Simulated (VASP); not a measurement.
# GaN (R3m) in VASP: notebook

GaN is run at these levels: PBEsol; tasks: single point.

Program: VASP 6.6.1. These are calculated values, not measurements. Logs are shortened: lines on timing, memory, paths and dates and some standing lists are left out, and cuts for length are marked.

**1. The cell of the first run**

The structure is trigonal, space group R3m (No. 160). The conventional cell has a = 3.181 Å, b = 3.181 Å, c = 7.791 Å, α = 90.00°, β = 90.00°, γ = 120.00°. Within 2.6 Å of Ga (site symmetry 3m) lie 4 N at 1.93 to 1.95 Å. N (site symmetry 3m) has 4 Ga at 1.93 to 1.95 Å within 2.6 Å.

**2. Single point, PBEsol, non-collinear spin, zero start, spin-orbit coupling (atom 1 moved by [0.01, 0.01, 0.01] A)**

INCAR

```
SYSTEM = GaN
PREC = Accurate ; ENCUT = 520
EDIFF = 1E-7 ; ISMEAR = 0
SIGMA = 0.01 ; LREAL = .FALSE.
LASPH = .TRUE. ; NELM = 150
ALGO = Normal ; ISIF = 2
LWAVE = .FALSE. ; LCHARG = .FALSE.
LNONCOLLINEAR = .TRUE. ; MAGMOM = 0 0 0 0 0 0
LORBIT = 11 ; LSORBIT = .TRUE.
GGA_COMPAT = .FALSE. ; LORBMOM = .TRUE.
GGA = PS ; NBANDS = 30
```

KPOINTS

```
regular mesh
0
G
  8 8 8
  0 0 0
```

POSCAR

```
GaN
1.0
    0.0000000000      2.2491336651      2.2491336651
    2.2491336651      0.0000000000      2.2491336651
    2.2491336651      2.2491336651      0.0000000000
Ga N
1 1
Direct
    0.0022230782      0.0022230782      0.0022230782
    0.2500000000      0.2500000000      0.2500000000
```

Potentials or basis: VASP PAW PBE potentials, release 64 (Ga_d, N).

On the command line:

```
$ cat potpaw_PBE.64/Ga_d/POTCAR potpaw_PBE.64/N/POTCAR > POTCAR
$ mpirun -np 1 vasp_ncl > vasp.out
```

OUTCAR:

```text
SYSTEM = GaN
   PREC = Accurate
   ENCUT = 520
   EDIFF = 1E-7
   ISMEAR = 0
   LREAL = .FALSE.
   LASPH = .TRUE.
   NELM = 150
   ISIF = 2
   LNONCOLLINEAR = .TRUE.
   LORBIT = 11
   LSORBIT = .TRUE.
   GGA = PS

 ion  position               nearest neighbor table
   1  0.002  0.002  0.002-   2 1.93   2 1.95   2 1.95   2 1.95
   2  0.250  0.250  0.250-   1 1.93   1 1.95   1 1.95   1 1.95

  LATTYP: Found a face centered cubic cell.
 ALAT       =     4.4982673302

  Lattice vectors:

 A1 = (   0.0000000000,   2.2491336651,   2.2491336651)
 A2 = (   2.2491336651,   0.0000000000,   2.2491336651)
 A3 = (   2.2491336651,   2.2491336651,   0.0000000000)

Analysis of symmetry for initial positions (statically):
=====================================================================
 Subroutine PRICEL returns:
 Original cell was already a primitive cell.

 Routine SETGRP: Setting up the symmetry group for a
 face centered cubic supercell.

 Subroutine GETGRP returns: Found  6 space group operations
 (whereof  6 operations were pure point group operations)
 out of a pool of 48 trial point group operations.

The static configuration has the point symmetry C_3v.

Analysis of symmetry for dynamics (positions and initial velocities):
=====================================================================
 Subroutine PRICEL returns:
 Original cell was already a primitive cell.

 Routine SETGRP: Setting up the symmetry group for a
 face centered cubic supercell.

 Subroutine GETGRP returns: Found  6 space group operations
 (whereof  6 operations were pure point group operations)
 out of a pool of 48 trial point group operations.

The dynamic configuration has the point symmetry C_3v.

Analysis of structural, dynamic, and magnetic symmetry:
=====================================================================
 Subroutine PRICEL returns:
 Original cell was already a primitive cell.

 Routine SETGRP: Setting up the symmetry group for a
 face centered cubic supercell.

 Subroutine GETGRP returns: Found  6 space group operations
 (whereof  6 operations were pure point group operations)
 out of a pool of 48 trial point group operations.

The overall configuration has the point symmetry C_3v.

 Subroutine INISYM returns: Found  6 space group operations
 (whereof  6 operations are pure point group operations),
 and found     1 'primitive' translations

----------------------------------------------------------------------------------------

                                     Primitive cell

  volume of cell :      22.7549

  direct lattice vectors                    reciprocal lattice vectors
     0.000000000  2.249133665  2.249133665    -0.222307819  0.222307819  0.222307819
     2.249133665  0.000000000  2.249133665     0.222307819 -0.222307819  0.222307819
     2.249133665  2.249133665  0.000000000     0.222307819  0.222307819 -0.222307819

  length of vectors
     3.180755333  3.180755333  3.180755333     0.385048438  0.385048438  0.385048438

  position of ions in fractional coordinates (direct lattice)
     0.002223078  0.002223078  0.002223078
     0.250000000  0.250000000  0.250000000

  ion indices of the primitive-cell ions
   primitive index   ion index
                 1           1
                 2           2

----------------------------------------------------------------------------------------

 KPOINTS: regular mesh

Automatic generation of k-mesh.
 Grid dimensions read from file:
 generate k-points for:    8    8    8

 Generating k-lattice:

  Cartesian coordinates                     Fractional coordinates (reciprocal lattice)
    -0.027788477  0.027788477  0.027788477     0.125000000  0.000000000  0.000000000
     0.027788477 -0.027788477  0.027788477     0.000000000  0.125000000  0.000000000
     0.027788477  0.027788477 -0.027788477     0.000000000  0.000000000  0.125000000

  Length of vectors
     0.048131055  0.048131055  0.048131055

[... 90 lines left out ...]
 number of electron      18.0000004 magnetization       0.0000000      0.0000000     -0.0000000

 number of electron      18.0000004 magnetization      -0.0000000      0.0000000     -0.0000000

 number of electron      18.0000004 magnetization       0.0000000      0.0000000      0.0000000

 number of electron      18.0000004 magnetization      -0.0000000     -0.0000000     -0.0000000

 Free energy of the ion-electron system (eV)
  ---------------------------------------------------
  ext. energy  EPLUGINS =         0.00000000
  ---------------------------------------------------
  free energy    TOTEN  =       -13.12565330 eV

  energy without entropy =      -13.12565330  energy(sigma->0) =      -13.12565330

 E-fermi :   5.3343     XC(G=0): -11.9330

 val. band max:        5.2365366763   @ k =   0.0000   0.0000   0.0000
 cond. band min:       6.9333297771   @ k =   0.0000   0.0000   0.0000
 fundamental gap:      1.6967931008
 Fermi energy:         5.3343159678

 k-point     1 :       0.0000    0.0000    0.0000
  band No.  band energies     occupation
      1     -10.7702      1.00000
      2     -10.7702      1.00000
      3      -8.3795      1.00000
      4      -8.3795      1.00000
      5      -8.3727      1.00000
      6      -8.3727      1.00000
[... 781 lines left out ...]
     29      23.3121      0.00000
     30      23.3215      0.00000

 [... further k-points ...]
[... 5 lines left out ...]
  --------------------------------------------------------------------------------------
  -------------------------------------------------------------------------------------
  Total       -0.0335645     -0.0335645     -0.0335645      0.0859036      0.0859036      0.0859036
  in kB       -2.3632787     -2.3632787     -2.3632787      6.0484788      6.0484788      6.0484788
  external PRESSURE =      -2.3632787 kB  Pullay stress =       0.0000000 kB

 VOLUME and BASIS-vectors are now :
 -----------------------------------------------------------------------------
  energy-cutoff  :      520.00
  volume of cell :       22.75
      direct lattice vectors                 reciprocal lattice vectors
     0.000000000  2.249133665  2.249133665    -0.222307819  0.222307819  0.222307819
     2.249133665  0.000000000  2.249133665     0.222307819 -0.222307819  0.222307819
     2.249133665  2.249133665  0.000000000     0.222307819  0.222307819 -0.222307819

 POSITION                                       TOTAL-FORCE (eV/Angst)
 -----------------------------------------------------------------------------------
      0.01000      0.01000      0.01000        -0.127314     -0.127314     -0.127314
      1.12457      1.12457      1.12457         0.127314      0.127314      0.127314
 -----------------------------------------------------------------------------------
    total drift:                               -0.000098     -0.000098     -0.000098

  FREE ENERGIE OF THE ION-ELECTRON SYSTEM (eV)
  ---------------------------------------------------
  free  energy   TOTEN  =       -13.1256532962 eV

  energy  without entropy=      -13.1256532962  energy(sigma->0) =      -13.12565330

 orbital moment (x)

 # of ion     p       d       tot
 ----------------------------------------
  1        -0.000   0.000   0.000
  2         0.000   0.000   0.000
 ----------------------------------------
            0.000   0.000   0.000

 orbital moment (y)

 # of ion     p       d       tot
 ----------------------------------------
  1         0.000  -0.000  -0.000
  2        -0.000   0.000  -0.000
 ----------------------------------------
           -0.000  -0.000  -0.000

 orbital moment (z)

 # of ion     p       d       tot
 ----------------------------------------
  1         0.000  -0.000  -0.000
  2         0.000   0.000   0.000
 ----------------------------------------
            0.000  -0.000   0.000

 Spin-Orbit-Coupling matrix elements

 Ion:    1  E_soc:     -0.0109123
 l=   1
     0.0000000    -0.0009892    -0.0009892
    -0.0009892     0.0000000    -0.0009892
    -0.0009892    -0.0009892     0.0000000
 l=   2
     0.0000000    -0.0001730     0.0000000    -0.0001730    -0.0006565
    -0.0001730     0.0000000    -0.0004924    -0.0001730    -0.0001641
     0.0000000    -0.0004924     0.0000000    -0.0004924     0.0000000
    -0.0001730    -0.0001730    -0.0004924     0.0000000    -0.0001641
    -0.0006565    -0.0001641     0.0000000    -0.0001641     0.0000000
 l=   3
     0.0000000     0.0000000     0.0000000     0.0000000     0.0000000     0.0000000     0.0000000
     0.0000000     0.0000000     0.0000000     0.0000000     0.0000000     0.0000000     0.0000000
     0.0000000     0.0000000     0.0000000     0.0000000     0.0000000     0.0000000     0.0000000
     0.0000000     0.0000000     0.0000000     0.0000000     0.0000000     0.0000000     0.0000000
     0.0000000     0.0000000     0.0000000     0.0000000     0.0000000     0.0000000     0.0000000
     0.0000000     0.0000000     0.0000000     0.0000000     0.0000000     0.0000000     0.0000000
     0.0000000     0.0000000     0.0000000     0.0000000     0.0000000     0.0000000     0.0000000

 Ion:    2  E_soc:     -0.0000954
 l=   1
     0.0000000    -0.0000159    -0.0000159
    -0.0000159     0.0000000    -0.0000159
    -0.0000159    -0.0000159     0.0000000
 l=   2
     0.0000000     0.0000000     0.0000000     0.0000000     0.0000000
     0.0000000     0.0000000     0.0000000     0.0000000     0.0000000
     0.0000000     0.0000000     0.0000000     0.0000000     0.0000000
     0.0000000     0.0000000     0.0000000     0.0000000     0.0000000
     0.0000000     0.0000000     0.0000000     0.0000000     0.0000000
 l=   3
     0.0000000     0.0000000     0.0000000     0.0000000     0.0000000     0.0000000     0.0000000
     0.0000000     0.0000000     0.0000000     0.0000000     0.0000000     0.0000000     0.0000000
     0.0000000     0.0000000     0.0000000     0.0000000     0.0000000     0.0000000     0.0000000
     0.0000000     0.0000000     0.0000000     0.0000000     0.0000000     0.0000000     0.0000000
     0.0000000     0.0000000     0.0000000     0.0000000     0.0000000     0.0000000     0.0000000
     0.0000000     0.0000000     0.0000000     0.0000000     0.0000000     0.0000000     0.0000000
     0.0000000     0.0000000     0.0000000     0.0000000     0.0000000     0.0000000     0.0000000

 total charge

# of ion       s       p       d       tot
------------------------------------------
    1        0.793   0.911  10.182  11.886
    2        1.217   2.508   0.000   3.725
--------------------------------------------------
tot          2.010   3.419  10.182  15.611

 magnetization (x)

# of ion       s       p       d       tot
------------------------------------------
    1        0.000   0.000   0.000   0.000
    2        0.000   0.000   0.000   0.000
--------------------------------------------------
tot          0.000   0.000   0.000   0.000

 magnetization (y)

# of ion       s       p       d       tot
------------------------------------------
    1        0.000   0.000   0.000   0.000
    2        0.000  -0.000   0.000  -0.000
--------------------------------------------------
tot          0.000  -0.000   0.000  -0.000

 magnetization (z)

# of ion       s       p       d       tot
------------------------------------------
    1        0.000   0.000   0.000   0.000
    2        0.000   0.000   0.000   0.000
--------------------------------------------------
tot          0.000   0.000   0.000   0.000
```

It took 69 s on 1 thread of Intel Xeon 6975P-C (Granite Rapids), shared host; peak memory 0.27 GiB.

What came out:

```yaml
Free_energy: -13.1257 eV
Pressure: -0.2 GPa
Largest_force: 0.221 eV/Å
Net_moment: 0.00 μB per cell
Valence_electrons_inside_the_program's_atomic_spheres: Ga 11.89; N 3.73
```

Forces in eV/Å, atoms in the order of the input:
```
Ga  -0.127 -0.127 -0.127
N    0.127  0.127  0.127
```

Stress tensor (GPa, compression positive):
```
-0.24  0.60  0.60
 0.60 -0.24  0.60
 0.60  0.60 -0.24
```

Moments on the atoms (μB; x, y, z):
```
Ga  0.00 0.00 0.00
N   0.00 0.00 0.00
```

Caveat: the cell differs from its parent crystal (atom 1 moved by [0.01, 0.01, 0.01] A); the PAW data sets were made with another functional, which shifts forces and pressure a little.

**3. Single point, PBEsol, non-collinear spin, zero start, spin-orbit coupling (atom 1 moved by [-0.01, -0.01, -0.01] A)**

INCAR

```
PREC = Accurate
ENCUT = 520
EDIFF = 1E-7
ISMEAR = 0
SIGMA = 0.01
LREAL = F
LASPH = T
NELM = 150
ALGO = Normal
ISIF = 2
LWAVE = F
LCHARG = F
MAGMOM = 0 0 0 0 0 0
LORBIT = 11
LSORBIT = T
GGA_COMPAT = F
LORBMOM = T
GGA = PS
NBANDS = 30
```

KPOINTS

```
regular mesh
0
Gamma
  8 8 8
```

Changes to POSCAR since step 2:

```diff
@@ -8,3 +8,3 @@
 Direct
-    0.0022230782      0.0022230782      0.0022230782
+   -0.0022230782     -0.0022230782     -0.0022230782
     0.2500000000      0.2500000000      0.2500000000
```

Potentials or basis: VASP PAW PBE potentials, release 64 (Ga_d, N).

On the command line:

```
$ cat potpaw_PBE.64/Ga_d/POTCAR potpaw_PBE.64/N/POTCAR > POTCAR
$ mpirun -np 1 vasp_ncl > vasp.out
```

Wall time 67 s (1 thread of Intel Xeon 6975P-C (Granite Rapids), shared host); peak memory 0.27 GiB.

The run converged. Its results:

- Free energy: -13.1258 eV
- Pressure: -0.2 GPa
- Largest force: 0.202 eV/Å
- Net moment: 0.00 μB per cell
- Valence electrons inside the program's atomic spheres: Ga 11.89; N 3.73

Forces on the atoms (eV/Å):
```
Ga   0.116  0.116  0.116
N   -0.116 -0.116 -0.116
```

Stress tensor (GPa, compression positive):
```
-0.24 -0.55 -0.55
-0.55 -0.24 -0.55
-0.55 -0.55 -0.24
```

Moments on the atoms (μB; x, y, z):
```
Ga  0.00 0.00 0.00
N   0.00 0.00 0.00
```

Caveat: the cell differs from its parent crystal (atom 1 moved by [-0.01, -0.01, -0.01] A); the PAW data sets were made with another functional, which shifts forces and pressure a little.
